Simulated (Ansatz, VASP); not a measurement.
# Ba in VASP and in Ansatz

```
Ba
1.0
    -3.21071    3.21071    1.75915
     3.21071   -3.21071    1.75915
     3.21071    3.21071   -1.75915
Ba
2
Direct
  0.62500 0.87500 0.75000
  0.37500 0.12500 0.25000
```

Change from the starting cell: volume scaled by 0.6, LAPW.

Alike in both runs: task single point; functional PBE; k mesh 10 × 10 × 10; occupations fermi-dirac, width 0.08 eV; no spin polarisation.

|  | VASP | Ansatz |
| --- | --- | --- |
| version | VASP 6.6.1 | Ansatz 0.2.0 |
| potentials or method | VASP PAW PBE potentials, release 64 (Ba_sv), cutoff 520 eV | all-electron LAPW, scalar-relativistic |

```tsv
	VASP	Ansatz	Ansatz less VASP
pressure (GPa)	10.3	9.0	-1.31
traceless stress, the component that is largest in VASP (GPa)	0.25	0.32	+0.066
```

Ansatz ran all-electron here, and VASP with PAW potentials.

Neither program's run includes spin-orbit coupling.
